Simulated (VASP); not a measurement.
Crystal: Pb.

```
Pb
1.0
     0.00000    2.47502    2.47502
     2.47502    0.00000    2.47502
     2.47502    2.47502    0.00000
Pb
1
Direct
  0.00000 0.00000 0.00000
```

```yaml
Program: VASP 6.6.1
Task: relaxation of cell and atoms
Functional: RPBE
Potentials_or_basis: VASP PAW PBE potentials, release 64 (Pb_d)
Cutoff: 600 eV
k_mesh: 9 × 9 × 9
Occupations: fermi-dirac, width 0.05 eV
Spin: no spin polarisation
```

At the start: pressure 3.9 GPa; volume 30.32 Å³/atom.

Task: Where does the relaxation end?

Result: Over 4 steps the energy falls by 30.8 meV/atom and the volume is 33.11 Å³/atom (+9.2 %); space group Fm-3m (No. 225, to 0.05 Å).

Step by step:
| step | energy change (eV) | largest force (eV/Å) | pressure (GPa) | volume (Å³) |
| --- | --- | --- | --- | --- |
| 1 | 0.0000 | 0.0000 | 3.87 | 30.32 |
| 2 | -0.0298 | 0.0000 | -0.66 | 33.65 |
| 3 | -0.0308 | 0.0000 | 0.05 | 33.05 |
| 4 | -0.0308 | 0.0000 | -0.01 | 33.11 |

Final structure:
```yaml
crystal:
  lattice:
    - [0.00000, 2.54858, 2.54858]
    - [2.54858, 0.00000, 2.54858]
    - [2.54858, 2.54858, 0.00000]
  atoms:
    - { symbol: Pb, position: [0.00000, 0.00000, 0.00000] }
```

The cell as given is a measured one (30.32 Å³/atom); RPBE puts the equilibrium volume +9.2 % from it, thermal expansion not counted.

Caveat: the PAW data sets were made with another functional, which shifts forces and pressure a little.
